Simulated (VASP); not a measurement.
# PbSe (Pm-3m) in VASP: a series of runs

The runs below take PbSe through single point, with r2SCAN, HSE06.

All numbers are computed with VASP 6.6.1; they aren't measurements. Logs are shortened: lines on timing, memory, paths and dates and some standing lists are left out, and cuts for length are marked.

**1. The cell of the first run**

The structure is cubic, space group Pm-3m (No. 221). The conventional cell has a = 3.768 Å, b = 3.768 Å, c = 3.768 Å, α = 90.00°, β = 90.00°, γ = 90.00°. Pb (site symmetry m-3m) has 8 Se at 3.26 Å and 6 Pb at 3.77 Å within 4.3 Å. Within 4.3 Å of Se (site symmetry m-3m) lie 8 Pb at 3.26 Å and 6 Se at 3.77 Å.

**2. Single point, r2SCAN**

Contents of POSCAR:

```
PbSe
1.0
    3.7681579098      0.0000000000      0.0000000000
    0.0000000000      3.7681579098      0.0000000000
    0.0000000000      0.0000000000      3.7681579098
Pb Se
1 1
Direct
    0.0000000000      0.0000000000      0.0000000000
    0.5000000000      0.5000000000      0.5000000000
```

Contents of INCAR.step1:

```
SYSTEM = PbSe
PREC     = Accurate       ! precision mode
ENCUT    = 520            ! plane-wave cutoff, eV
ISMEAR   = -1             ! smearing method
SIGMA    = 0.02           ! smearing width, eV
LREAL    = .FALSE.        ! projectors in reciprocal space
LASPH    = .TRUE.         ! aspherical terms in the spheres
NELM     = 80             ! most SCF steps
NBANDS   = 17             ! bands
GGA      = PE             ! functional
ALGO     = Normal         ! electronic algorithm
EDIFF    = 1E-4           ! SCF threshold, eV
LWAVE    = .TRUE.         ! write WAVECAR
LCHARG   = .FALSE.        ! write CHGCAR
```

Contents of INCAR.step2:

```
SYSTEM = PbSe
PREC     = Accurate       ! precision mode
ENCUT    = 520            ! plane-wave cutoff, eV
EDIFF    = 1E-6           ! SCF threshold, eV
ISMEAR   = -1             ! smearing method
SIGMA    = 0.02           ! smearing width, eV
LREAL    = .FALSE.        ! projectors in reciprocal space
LASPH    = .TRUE.         ! aspherical terms in the spheres
NELM     = 80             ! most SCF steps
ALGO     = Normal         ! electronic algorithm
ISIF     = 2              ! what is computed and relaxed
LWAVE    = .FALSE.        ! write WAVECAR
LCHARG   = .FALSE.        ! write CHGCAR
METAGGA  = R2SCAN         ! meta-GGA
LMIXTAU  = .TRUE.       
NBANDS   = 17             ! bands
ISTART   = 1
```

Contents of KPOINTS:

```
regular mesh
0
G
  6 6 6
  0 0 0
```

Potentials or basis: VASP PAW PBE potentials, release 64 (Pb_d, Se).

Command:

```console
> cat potpaw_PBE.64/Pb_d/POTCAR potpaw_PBE.64/Se/POTCAR > POTCAR
> cp INCAR.step1 INCAR
> mpirun -np 1 vasp_std > vasp.out
> cp INCAR.step2 INCAR
> mpirun -np 1 vasp_std > vasp.out
```

OUTCAR:

```text
SYSTEM = PbSe
   PREC = Accurate
   ENCUT = 520
   EDIFF = 1E-6
   ISMEAR = -1
   LREAL = .FALSE.
   LASPH = .TRUE.
   NELM = 80
   ISIF = 2
   METAGGA = R2SCAN
   ISTART = 1

 ion  position               nearest neighbor table
   1  0.000  0.000  0.000-   2 3.26   2 3.26   2 3.26   2 3.26   2 3.26   2 3.26   2 3.26   2 3.26

   2  0.500  0.500  0.500-   1 3.26   1 3.26   1 3.26   1 3.26   1 3.26   1 3.26   1 3.26   1 3.26

  LATTYP: Found a simple cubic cell.
 ALAT       =     3.7681579098

  Lattice vectors:

 A1 = (   3.7681579098,   0.0000000000,   0.0000000000)
 A2 = (   0.0000000000,   3.7681579098,   0.0000000000)
 A3 = (   0.0000000000,   0.0000000000,   3.7681579098)

Analysis of symmetry for initial positions (statically):
=====================================================================
 Subroutine PRICEL returns:
 Original cell was already a primitive cell.

 Routine SETGRP: Setting up the symmetry group for a
 simple cubic supercell.

 Subroutine GETGRP returns: Found 48 space group operations
 (whereof 48 operations were pure point group operations)
 out of a pool of 48 trial point group operations.

The static configuration has the point symmetry O_h .

Analysis of symmetry for dynamics (positions and initial velocities):
=====================================================================
 Subroutine PRICEL returns:
 Original cell was already a primitive cell.

 Routine SETGRP: Setting up the symmetry group for a
 simple cubic supercell.

 Subroutine GETGRP returns: Found 48 space group operations
 (whereof 48 operations were pure point group operations)
 out of a pool of 48 trial point group operations.

The dynamic configuration has the point symmetry O_h .

 Subroutine INISYM returns: Found 48 space group operations
 (whereof 48 operations are pure point group operations),
 and found     1 'primitive' translations

----------------------------------------------------------------------------------------

                                     Primitive cell

  volume of cell :      53.5041

  direct lattice vectors                    reciprocal lattice vectors
     3.768157910  0.000000000  0.000000000     0.265381660  0.000000000  0.000000000
     0.000000000  3.768157910  0.000000000     0.000000000  0.265381660  0.000000000
     0.000000000  0.000000000  3.768157910     0.000000000  0.000000000  0.265381660

  length of vectors
     3.768157910  3.768157910  3.768157910     0.265381660  0.265381660  0.265381660

  position of ions in fractional coordinates (direct lattice)
     0.000000000  0.000000000  0.000000000
     0.500000000  0.500000000  0.500000000

  ion indices of the primitive-cell ions
   primitive index   ion index
                 1           1
                 2           2

----------------------------------------------------------------------------------------

 KPOINTS: regular mesh

Automatic generation of k-mesh.
 Grid dimensions read from file:
 generate k-points for:    6    6    6

 Generating k-lattice:

  Cartesian coordinates                     Fractional coordinates (reciprocal lattice)
     0.044230277  0.000000000  0.000000000     0.166666667  0.000000000  0.000000000
     0.000000000  0.044230277  0.000000000     0.000000000  0.166666667  0.000000000
     0.000000000  0.000000000  0.044230277     0.000000000  0.000000000  0.166666667

  Length of vectors
     0.044230277  0.044230277  0.044230277

  Shift w.r.t. Gamma in fractional coordinates (k-lattice)
     0.000000000  0.000000000  0.000000000

 Subroutine IBZKPT returns following result:
 ===========================================

 Found     20 irreducible k-points:

 Following reciprocal coordinates:
            Coordinates               Weight
  0.000000  0.000000  0.000000      1.000000
  0.166667  0.000000  0.000000      6.000000
  0.333333  0.000000  0.000000      6.000000
  0.500000  0.000000  0.000000      3.000000
  0.166667  0.166667  0.000000     12.000000
  0.333333  0.166667  0.000000     24.000000
[... 12 lines left out ...]
  0.500000  0.500000  0.333333      6.000000
  0.500000  0.500000  0.500000      1.000000
   k-points           NKPTS =     20   k-points in BZ     NKDIM =     20   number of bands    NBANDS=     17
   number of dos      NEDOS =    301   number of ions     NIONS =      2
   total plane-waves  NPLWV =  21952
   dimension x,y,z NGX =    28 NGY =   28 NGZ =   28
   dimension x,y,z NGXF=    56 NGYF=   56 NGZF=   56
   ions per type =               1   1
   NGX,Y,Z   is equivalent  to a cutoff of  12.35, 12.35, 12.35 a.u.
   NGXF,Y,Z  is equivalent  to a cutoff of  24.71, 24.71, 24.71 a.u.
 SYSTEM =  PbSe
   PREC   = accura    normal or accurate (medium, high low for compatibility)
   ISTART =      1    job   : 0-new  1-cont  2-samecut
   ICHARG =      0    charge: 1-file 2-atom 10-const
   ISPIN  =      1    spin polarized calculation?
   LNONCOLLINEAR =      F non collinear calculations
   LSORBIT =      F    spin-orbit coupling
   LASPH  =      T    aspherical Exc in radial PAW
   ENCUT  =  520.0 eV  38.22 Ry    6.18 a.u.   7.01  7.01  7.01*2*pi/ulx,y,z
   NELM   =     80;   NELMIN=  2; NELMDL=  0     # of ELM steps
   EDIFF  = 0.1E-05   stopping-criterion for ELM
   LREAL  =      F    real-space projection
   EDIFFG = 0.1E-04   stopping-criterion for IOM
   NSW    =      0    number of steps for IOM
   IBRION =     -1    ionic relax: 0-MD 1-quasi-New 2-CG
   NFREE  =      0    steps in history (QN), initial steepest desc. (CG)
   ISIF   =      2    stress and relaxation
   ISYM   =      2    0-nonsym 1-usesym 2-fastsym
   POTIM  = 0.5000    time-step for ionic-motion
   TEBEG  =    0.0;   TEEND  =   0.0 temperature during run
   PSTRESS=    0.0 pullay stress
   NELECT =      20.0000    total number of electrons
   NUPDOWN=      -1.0000    fix difference up-down
   EMIN   =  10.00;   EMAX   =-10.00  energy-range for DOS
   EFERMI =   0.00;   METHOD = LEGACY
   ISMEAR =    -1;   SIGMA  =   0.02  broadening in eV -4-tet -1-fermi 0-gaus
   EFERMI_NEDOS =   21; number of points for ismear=-14 and -15
   IALGO  =     38    algorithm
   IMIX   =      4    mixing-type and parameters
     AMIX     =   0.40;   BMIX     =  1.00
     AMIX_MAG =   1.60;   BMIX_MAG =  1.00
  volume/ion in A,a.u.               =      26.75       180.53
  Fermi-wavevector in a.u.,A,eV,Ry     =   1.179295  2.228544 18.922117  1.390736
  Thomas-Fermi vector in A             =   2.315608
   LORBIT       =      0    0 simple, 1 ext, 2 COOP (PROOUT), +10 PAW based schemes
   METAGGA = R2SCAN    functional components
   LHFCALC =     F    Hartree Fock is set to
   AEXX    =    0.0000 exact exchange contribution
   IVDW    =     0    specifies the selected vdW correction
   LEPSILON=     F    determine dielectric tensor
   LRPA    =     F    only Hartree local field effects (RPA)
 non-spin polarized calculation
  energy-cutoff  :      520.00
  volume of cell :       53.50
 maximum number of plane-waves:      1472
   NGX = 15   NGY = 15   NGZ = 15

 number of electron      20.0000011 magnetization

 Free energy of the ion-electron system (eV)
  ---------------------------------------------------
  ext. energy  EPLUGINS =         0.00000000
  ---------------------------------------------------
  free energy    TOTEN  =       -71.40792372 eV

  energy without entropy =      -71.40690582  energy(sigma->0) =      -71.40741477

 E-fermi :   5.4540     XC(G=0): -10.5149

 val. band max:        5.4440346901   @ k =   0.1667   0.1667   0.1667
 cond. band min:       5.5766633916   @ k =   0.5000   0.3333   0.3333
 fundamental gap:      0.1326287016
 Fermi energy:         5.4539813694

 k-point     1 :       0.0000    0.0000    0.0000
  band No.  band energies     occupation
      1     -12.3385      2.00000
      2     -12.3385      2.00000
      3     -12.1799      2.00000
      4     -12.1799      2.00000
      5     -12.1799      2.00000
      6      -8.4261      2.00000
[... 9 lines left out ...]
     16      17.6827      0.00000
     17      18.7580      0.00000

 k-point     2 :       0.1667    0.0000    0.0000
  band No.  band energies     occupation
      1     -12.3367      2.00000
      2     -12.3087      2.00000
      3     -12.1911      2.00000
      4     -12.1911      2.00000
      5     -12.1789      2.00000
      6      -8.2129      2.00000
[... 9 lines left out ...]
     16      17.7298      0.00000
     17      18.2245      0.00000

 k-point     3 :       0.3333    0.0000    0.0000
  band No.  band energies     occupation
      1     -12.3333      2.00000
      2     -12.2493      2.00000
      3     -12.2134      2.00000
      4     -12.2134      2.00000
      5     -12.1768      2.00000
      6      -7.6733      2.00000
[... 9 lines left out ...]
     16      16.0063      0.00000
     17      18.7597      0.00000

 k-point     4 :       0.5000    0.0000    0.0000
  band No.  band energies     occupation
      1     -12.3316      2.00000
      2     -12.2244      2.00000
      3     -12.2244      2.00000
      4     -12.2198      2.00000
      5     -12.1757      2.00000
      6      -7.2969      2.00000
[... 9 lines left out ...]
     16      18.9446      0.00000
     17      19.6419      0.00000
[... 263 lines left out ...]
      1     -12.2763      2.00000
      2     -12.2621      2.00000
      3     -12.2466      2.00000
      4     -12.1910      2.00000
      5     -12.1595      2.00000
      6      -6.5152      2.00000
[... 9 lines left out ...]
     16      17.9119      0.00000
     17      21.3923      0.00000

 k-point    19 :       0.5000    0.5000    0.3333
  band No.  band energies     occupation
      1     -12.2861      2.00000
      2     -12.2601      2.00000
      3     -12.2601      2.00000
      4     -12.1748      2.00000
      5     -12.1423      2.00000
      6      -6.4126      2.00000
[... 9 lines left out ...]
     16      19.0806      0.00000
     17      21.7474      0.00000

 k-point    20 :       0.5000    0.5000    0.5000
  band No.  band energies     occupation
      1     -12.2750      2.00000
      2     -12.2750      2.00000
      3     -12.2750      2.00000
      4     -12.1417      2.00000
      5     -12.1417      2.00000
      6      -6.3446      2.00000
[... 9 lines left out ...]
     16      20.3123      0.00000
     17      23.4169      0.00000

------------------------ aborting loop because EDIFF is reached ----------------------------------------

  FORCE on cell =-STRESS in cart. coord.  units (eV):
  Direction    XX          YY          ZZ          XY          YZ          ZX
  --------------------------------------------------------------------------------------
  -------------------------------------------------------------------------------------
  Total        0.0242754      0.0242754      0.0242754      0.0000000      0.0000000      0.0000000
  in kB        0.7269238      0.7269238      0.7269238      0.0000000      0.0000000      0.0000000
  external PRESSURE =       0.7269238 kB  Pullay stress =       0.0000000 kB

 VOLUME and BASIS-vectors are now :
 -----------------------------------------------------------------------------
  energy-cutoff  :      520.00
  volume of cell :       53.50
      direct lattice vectors                 reciprocal lattice vectors
     3.768157910  0.000000000  0.000000000     0.265381660  0.000000000  0.000000000
     0.000000000  3.768157910  0.000000000     0.000000000  0.265381660  0.000000000
     0.000000000  0.000000000  3.768157910     0.000000000  0.000000000  0.265381660

 POSITION                                       TOTAL-FORCE (eV/Angst)
 -----------------------------------------------------------------------------------
      0.00000      0.00000      0.00000         0.000000      0.000000      0.000000
      1.88408      1.88408      1.88408         0.000000      0.000000      0.000000
 -----------------------------------------------------------------------------------
    total drift:                               -0.000000      0.000000     -0.000000

  FREE ENERGIE OF THE ION-ELECTRON SYSTEM (eV)
  ---------------------------------------------------
  free  energy   TOTEN  =       -71.4079237187 eV

  energy  without entropy=      -71.4069058235  energy(sigma->0) =      -71.40741477
```

Run time: 98 s. Hardware: 1 thread of Intel Xeon 8259CL, shared host; peak memory 0.17 GiB.

Results:

```yaml
Free_energy: -71.4079 eV
Pressure: 0.1 GPa
Band_gap_on_the_k_mesh: zero (bands 10 and 11 overlap by 0.56 eV)
```

Caveat: semilocal functionals underestimate gaps, so a narrow gap can read as zero; the PAW data sets were made with another functional, which shifts forces and pressure a little; spin-orbit coupling is left out, which moves the levels of the heavy elements.

**3. Single point, HSE06**

POSCAR is that of step 2.

Contents of INCAR.step1:

```
  PREC = Accurate
  ENCUT = 520
  EDIFF = 1E-5
  ISMEAR = -1
  SIGMA = 0.02
  LREAL = False
  LASPH = True
  NELM = 80
  ALGO = Normal
  ISIF = 2
  LWAVE = True
  LCHARG = False
  NBANDS = 17
  GGA = PE
```

Contents of INCAR.step2:

```
  PREC = Accurate
  ENCUT = 520
  EDIFF = 1E-7
  ISMEAR = -1
  SIGMA = 0.02
  LREAL = False
  LASPH = True
  NELM = 80
  ALGO = Normal
  ISIF = 2
  LWAVE = False
  LCHARG = False
  GGA = PE
  LHFCALC = True
  HFSCREEN = 0.2079
  PRECFOCK = Normal
  NBANDS = 17
  ISTART = 1
```

Contents of KPOINTS:

```
Automatic mesh
0
Gamma
  4 4 4
```

Potentials or basis: VASP PAW PBE potentials, release 64 (Pb_d, Se).

Command:

```console
> cat potpaw_PBE.64/Pb_d/POTCAR potpaw_PBE.64/Se/POTCAR > POTCAR
> cp INCAR.step1 INCAR
> mpirun -np 1 vasp_std > vasp.out
> cp INCAR.step2 INCAR
> mpirun -np 1 vasp_std > vasp.out
```

It took 20 min on 1 thread of Intel Xeon 8259CL, shared host; peak memory 0.29 GiB.

The run converged. Its results:

```yaml
Free_energy: -9.1036 eV
Pressure: -0.4 GPa
Band_gap_on_the_k_mesh: zero (bands 10 and 11 overlap by 0.31 eV)
```

Levels at points of the mesh, in eV from the Fermi level:
```tsv
k point	band 6	band 7	band 8	band 9	band 10	band 11	band 12	band 13	band 14	band 15
(0.00, 0.00, 0.00)	-14.53	-7.33	-1.64	-1.64	-1.64	5.84	5.84	7.18	7.18	7.18
(0.50, 0.00, 0.00)	-13.33	-9.71	-0.28	-0.28	-0.11	0.68	4.17	4.17	7.32	9.30
(0.50, 0.50, 0.00)	-12.57	-7.88	-4.80	-4.80	0.08	5.05	5.05	5.98	7.68	9.71
(0.50, 0.50, 0.50)	-12.29	-6.67	-2.59	-2.59	-2.59	-0.24	-0.24	-0.24	15.25	15.25
```

Caveat: the k points lie up to 0.42 Å⁻¹ apart; the PAW data sets were made with another functional, which shifts forces and pressure a little; spin-orbit coupling is left out, which moves the levels of the heavy elements.
